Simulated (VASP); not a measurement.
Input of a VASP 6.6.1 run:

INCAR

```
  ALGO = Normal
  EDIFF = 1E-6
  ENCUT = 500
  GGA = PE
  GGA_COMPAT = F
  ISIF = 2
  ISMEAR = -1
  ISYM = 0
  LASPH = T
  LCHARG = T
  LELF = T
  LREAL = F
  LVHAR = T
  LWAVE = F
  NBANDS = 21
  NELM = 120
  PREC = Accurate
  SIGMA = 0.1
```

The input KPOINTS:

```
k-points
0
Gamma
  14 14 10
```

The input POSCAR:

```
Ru
1.0
   -3.0369540785      2.6247051926      1.3326098831
    2.6247051926     -3.0369540785      1.3326098831
    2.2815463682      2.2815463682     -2.0876444726
Ru
2
Direct
    0.9807913948      0.0192086052      0.0000000000
    0.7692086052      0.2307913948      0.5000000000
```

Potentials or basis: VASP PAW PBE potentials, release 64 (Ru_pv).

The run is started by

```sh
$ cat potpaw_PBE.64/Ru_pv/POTCAR > POTCAR
$ mpirun -np 1 vasp_std > vasp.out
```

(1) Estimate the pressure.

(2) Estimate the largest force.

(3) Estimate the band gap on the k mesh.

Answers

(1) -0.1 GPa.

(2) 0.024 eV/Å.

(3) zero (bands 14 and 15 overlap by 2.45 eV).
